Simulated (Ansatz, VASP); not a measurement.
# One calculation of PtS2, two programs

```xyz
3
Lattice="3.5526 0.0000 0.0000 -1.7763 3.0767 0.0000 0.0000 0.0000 5.1228" Properties=species:S:1:pos:R:3 pbc="T T T"
Pt    0.0000    0.0000    0.0000
S     0.0000    2.0511    1.2257
S     1.7763    1.0256    3.8972
```

Alike in both runs: task single point; functional PBE-based screened hybrid with a share of 0.4 of exact exchange and HFSCREEN = 0.3; k mesh 6 × 6 × 2; no spin polarisation.

|  | VASP | Ansatz |
| --- | --- | --- |
| version | VASP 6.6.1 | Ansatz 0.2.0 |
| potentials or method | VASP PAW PBE potentials, release 64 (Pt, S) | plane waves |
| plane-wave cutoff (eV) | 520 | 420 |
| occupations | gaussian, width 0.01 eV | fixed |
| valence electrons in the cell | 22 | 30 |

Ansatz gave:

- gap on the k mesh at the Fermi level (eV): 1.60
- pressure (GPa): -3.0
- traceless stress, the component that is largest in VASP (GPa): 1.66
- rms of the force components (eV/Å): 0.264

Task: What did VASP give for the same quantities?

Result: gap on the k mesh at the Fermi level (eV): 1.56; pressure (GPa): -3.4; traceless stress, the component that is largest in VASP (GPa): 1.73; rms of the force components (eV/Å): 0.277.

VASP's potentials were made for PBE, not for PBE-based screened hybrid. Atom by atom the forces differ by 0.013 eV/Å (rms over components). VASP's potentials hold 22 valence electrons a cell and Ansatz's 30, so a difference there can come from the potentials and not from the codes. Ansatz's warnings: stress exchange threshold loose, stress scf threshold loose.

The k mesh is coarse, so the values compare programs but aren't converged. Neither program's run includes spin-orbit coupling.
